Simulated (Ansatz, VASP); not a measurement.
## One calculation of V, two programs

```
V
1.0
     0.00000    1.91071    1.91071
     1.91071    0.00000    1.91071
     1.91071    1.91071    0.00000
V
1
Cartesian
  0.0000 0.0000 0.0000
```

Alike in both runs: functional PBE; k mesh 8 × 8 × 8; no spin polarisation.

Ansatz relaxed the structure, and its values are those at the end. VASP's run is a single point on that final structure, the one shown.

```csv
,VASP,Ansatz
version,VASP 6.6.1,Ansatz 0.2.0
potentials or method,"VASP PAW PBE potentials, release 64 (V_sv), cutoff 500 eV",PAW plane waves
occupations,"fermi-dirac, width 0.1 eV",fermi-dirac
valence electrons in the cell,13,13
```

```tsv
	VASP	Ansatz	Ansatz less VASP
gap on the k mesh at the Fermi level (eV)	none	none	-
pressure (GPa)	0.0	0.0	-0.04
```

A gap of «none» marks a metal or a gap that the smearing closes.
